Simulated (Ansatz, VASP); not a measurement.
## KBr in VASP and in Ansatz

POSCAR

```
KBr
1.0
   -1.3827633523      2.7655267045      2.7655267045
    2.7655267045     -1.3827633523      2.7655267045
    2.7655267045      2.7655267045     -1.3827633523
K Br
1 1
Direct
    0.0000000000      0.0000000000      0.0000000000
    0.5000000000      0.5000000000      0.5000000000
```

The input INCAR.step1:

```
SYSTEM = KBr
ALGO     = Normal         ! electronic algorithm
EDIFF    = 1E-4           ! SCF threshold, eV
ENCUT    = 520            ! plane-wave cutoff, eV
GGA      = PE             ! functional
ISMEAR   = 0              ! smearing method
LASPH    = .True.         ! aspherical terms in the spheres
LCHARG   = .False.        ! write CHGCAR
LREAL    = .False.        ! projectors in reciprocal space
LWAVE    = .True.         ! write WAVECAR
NBANDS   = 15             ! bands
NELM     = 100            ! most SCF steps
PREC     = Accurate       ! precision mode
SIGMA    = 0.05           ! smearing width, eV
```

The input INCAR.step2:

```
SYSTEM = KBr
ALGO     = Normal         ! electronic algorithm
EDIFF    = 1E-6           ! SCF threshold, eV
ENCUT    = 520            ! plane-wave cutoff, eV
ISIF     = 2              ! what is computed and relaxed
ISMEAR   = 0              ! smearing method
ISTART   = 1            
LASPH    = .True.         ! aspherical terms in the spheres
LCHARG   = .False.        ! write CHGCAR
LMIXTAU  = .True.       
LREAL    = .False.        ! projectors in reciprocal space
LWAVE    = .False.        ! write WAVECAR
METAGGA  = R2SCAN         ! meta-GGA
NBANDS   = 15             ! bands
NELM     = 100            ! most SCF steps
PREC     = Accurate       ! precision mode
SIGMA    = 0.05           ! smearing width, eV
```

KPOINTS

```
k-points
0
Gamma
  8 8 8
  0 0 0
```

Input for Ansatz:

```yaml
crystal:
  lattice:
    - [-1.3827633523, 2.7655267045, 2.7655267045]
    - [2.7655267045, -1.3827633523, 2.7655267045]
    - [2.7655267045, 2.7655267045, -1.3827633523]
  atoms:
    - { symbol: K, position: [0.0, 0.0, 0.0] }
    - { symbol: Br, position: [0.5, 0.5, 0.5] }
basis:
  ecutwfc: 500
kpoints:
  mp_grid: { grid: [8, 8, 8] }
hamiltonian:
  xc: r2scan
scf:
  occupations: { method: gaussian, width: 0.05 }
output:
  forces: true
  stress: true
  eigenvalues: true
  write_density: true
  write_potential: true
  elf: true
  volumetric_format: npy
```

Alike in both runs: task single point; functional r2SCAN; k mesh 8 × 8 × 8; occupations gaussian, width 0.05 eV; no spin polarisation.

```csv
,VASP,Ansatz
version,VASP 6.6.1,Ansatz 0.2.0
potentials or method,"VASP PAW PBE potentials, release 64 (K_sv, Br), cutoff 520 eV","scalar-relativistic, plane waves, PAW"
valence electrons in the cell,16,16
```

Ansatz gave:

```
gap on the k mesh at the Fermi level (eV) : 4.35
least direct gap on the mesh (eV)         : 4.59
pressure (GPa)                            : -1.8
```

Estimate VASP's values.

gap on the k mesh at the Fermi level (eV): 4.36; least direct gap on the mesh (eV): 4.59; pressure (GPa): -1.8.

VASP's potentials were made for PBE, not for r2SCAN. With one functional, cell and mesh, what is left measures potentials, basis and numerics.
